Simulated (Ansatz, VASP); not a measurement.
## One calculation of NaI, two programs

File INCAR:

```
PREC = Accurate
ENCUT = 520
EDIFF = 1E-6
ISMEAR = -1
SIGMA = 0.05
LREAL = F
LASPH = T
NELM = 100
ALGO = Normal
ISIF = 2
LWAVE = F
LCHARG = T
GGA = CA
LELF = T
LVHAR = T
NBANDS = 14
```

The input KPOINTS:

```
Automatic mesh
0
Gamma
  6 6 6
```

Contents of POSCAR:

```
NaI
1.0
    0.0000000000      3.2146785402      3.2146785402
    3.2146785402      0.0000000000      3.2146785402
    3.2146785402      3.2146785402      0.0000000000
I Na
1 1
Direct
    0.5000000000      0.5000000000      0.5000000000
    0.0000000000      0.0000000000      0.0000000000
```

Contents of input.yaml:

```yaml
crystal:
  lattice:
    - [0.0, 3.2146785402, 3.2146785402]
    - [3.2146785402, 0.0, 3.2146785402]
    - [3.2146785402, 3.2146785402, 0.0]
  atoms:
    - { symbol: I, position: [0.5, 0.5, 0.5] }
    - { symbol: Na, position: [0.0, 0.0, 0.0] }
hamiltonian:
  xc: lda
  pseudopotentials: { kind: paw }
kpoints:
  mp_grid: { grid: [6, 6, 6] }
scf:
  occupations: { method: fermi_dirac, width: 0.05 }
output:
  forces: true
  stress: true
  eigenvalues: true
```

Alike in both runs: task single point; functional LDA; k mesh 6 × 6 × 6; occupations fermi-dirac, width 0.05 eV; no spin polarisation.

|  | VASP | Ansatz |
| --- | --- | --- |
| version | VASP 6.6.1 | Ansatz 0.2.0 |
| potentials or method | VASP PAW LDA potentials, release 64 (I, Na_pv) | Ansatz PAW |
| plane-wave cutoff (eV) | 520 | 420 |
| valence electrons in the cell | 14 | 26 |

```tsv
	VASP	Ansatz	Ansatz less VASP
gap on the k mesh at the Fermi level (eV)	3.40	3.39	-0.013
least direct gap on the mesh (eV)	3.40	3.39	-0.013
pressure (GPa)	-1.3	-1.4	-0.03
```

LDA's correlation is that of Perdew and Zunger in VASP and of Perdew and Wang (1992) in Ansatz. VASP's potentials hold 14 valence electrons a cell and Ansatz's 26, so a difference there can come from the potentials and not from the codes.

Neither program's run includes spin-orbit coupling.
